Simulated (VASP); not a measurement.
Set up this calculation in VASP 6.6.1, as the native input.

```
Task                   : single point
Functional             : LDA
Potentials or basis    : VASP PAW LDA potentials, release 64 (N, B)
Cutoff                 : 520 eV
k mesh                 : 13 × 13 × 13
Occupations            : fermi-dirac, width 0.05 eV
Spin                   : no spin polarisation
Dipole correction      : no
Further INCAR settings : ALGO = Normal; EDIFF = 1e-06; NBANDS = 11
```

The structure of BN lies in POSCAR:

```
BN
1.0
    0.0000000000      3.5413121025      2.1945957093
    1.2681028322      0.0000000000      2.1945957093
    1.2681028322      3.5413121025      0.0000000000
N B
1 1
Direct
    0.6666513400      0.6666513400      0.3333486600
    0.0000486500      0.0000486500      0.9999513500
```

One way to write it, as run:

INCAR

```
PREC     = Accurate       # precision mode
ENCUT    = 520            # plane-wave cutoff, eV
EDIFF    = 1E-6           # SCF threshold, eV
ISMEAR   = -1             # smearing method
SIGMA    = 0.05           # smearing width, eV
LREAL    = F              # projectors in reciprocal space
LASPH    = T              # aspherical terms in the spheres
NELM     = 80             # most SCF steps
ALGO     = Normal         # electronic algorithm
ISIF     = 2              # what is computed and relaxed
LWAVE    = F              # write WAVECAR
LCHARG   = F              # write CHGCAR
NBANDS   = 11             # bands
```

KPOINTS

```
regular mesh
0
Gamma
  13 13 13
```

Potentials or basis: VASP PAW LDA potentials, release 64 (N, B).

Run with:

```sh
$ cat potpaw_LDA.64/N/POTCAR potpaw_LDA.64/B/POTCAR > POTCAR
$ mpirun -np 1 vasp_std > vasp.out
```

Results of the run:

```yaml
Pressure: -12.0 GPa
Largest_force: 0.009 eV/Å
Band_gap_on_the_k_mesh: 3.67 eV (least direct gap 4.41 eV)
```

Caveat: the stress differs along the axes, from -17 to -1 GPa.

Run time: 25 s on 1 thread of Intel(R) Xeon(R) 6975P-C (Granite Rapids), with other jobs on the host, peak memory 0.18 GiB.
